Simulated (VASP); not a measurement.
Input of a VASP 6.6.1 run:

Contents of INCAR:

```
SYSTEM = Ba5Na4Al2O10
PREC     = Accurate       ! precision mode
ENCUT    = 970            ! plane-wave cutoff, eV
EDIFF    = 1E-6           ! SCF threshold, eV
ISMEAR   = -1             ! smearing method
SIGMA    = 0.293          ! smearing width, eV
LREAL    = Auto         
LASPH    = .True.         ! aspherical terms in the spheres
NELM     = 120            ! most SCF steps
ALGO     = Normal         ! electronic algorithm
ISIF     = 2              ! what is computed and relaxed
LWAVE    = .False.        ! write WAVECAR
LCHARG   = .False.        ! write CHGCAR
GGA      = PE             ! functional
ISYM     = 0            
NBANDS   = 92             ! bands
GGA_COMPAT= .False.
```

Contents of KPOINTS:

```
Automatic mesh
0
Gamma
  1 1 1
  0 0 0
```

The input POSCAR:

```
Ba5Na4Al2O10
1.0
    6.9327090000     -0.0765500000      0.0671430000
   -0.0765500000      7.2143380000     -0.0554530000
    0.0671430000     -0.0554530000      6.7389310000
Ba O Al Na
5 10 2 4
Direct
    0.6666876285     -0.0671552728      0.1399243636
    0.3285313815      0.6470583589      0.9017299249
    0.8711303881      0.7106457910      0.7343498744
    0.3645743401      0.1781418295      0.6655042000
    0.9094197041      0.1899668186      0.6160849640
    0.9916125412      0.2051534829      0.1927871847
    0.5939496701      0.4683681611      0.7993142914
    0.1383654876      0.4866473249      0.5643952698
    0.3948194509      0.5415271238      0.2512628399
    0.0815492346      0.8414019119      0.4343893416
    0.6253205832      1.0964948564      0.7847585959
    0.6222308229      0.1126239423      0.4194798687
    0.3034287458     -0.0798391832      0.0825866241
    0.0138560411      0.6390755746      0.1353132005
    0.0518220284     -0.0484677222      0.9025029093
    0.0938397502      0.0162517847      0.1592778629
    0.2017335647      0.6523693488      0.3097087418
    0.7057295974      0.5507630364      0.1015292574
    0.1029028191      0.3677556910      0.9957016851
    0.5876982501      0.3100020272      1.1948335305
    0.5273845506      0.5850927996      0.5404023235
```

Potentials or basis: VASP PAW PBE potentials, release 64 (Ba_sv, O, Al, Na_sv).

Run with:

```sh
$ cat potpaw_PBE.64/Ba_sv/POTCAR potpaw_PBE.64/O/POTCAR potpaw_PBE.64/Al/POTCAR potpaw_PBE.64/Na_sv/POTCAR > POTCAR
$ mpirun -np 1 vasp_gam > vasp.out
```

(1) Estimate the pressure.

(2) Estimate the largest force.

Results:

(1) 16.0 GPa.

(2) 7.444 eV/Å.

Caveat: the k points lie up to 0.93 Å⁻¹ apart; atoms lie so close that the PAW spheres overlap strongly, which falsifies energies and pressures; the atoms stand as in a frame of molecular dynamics.
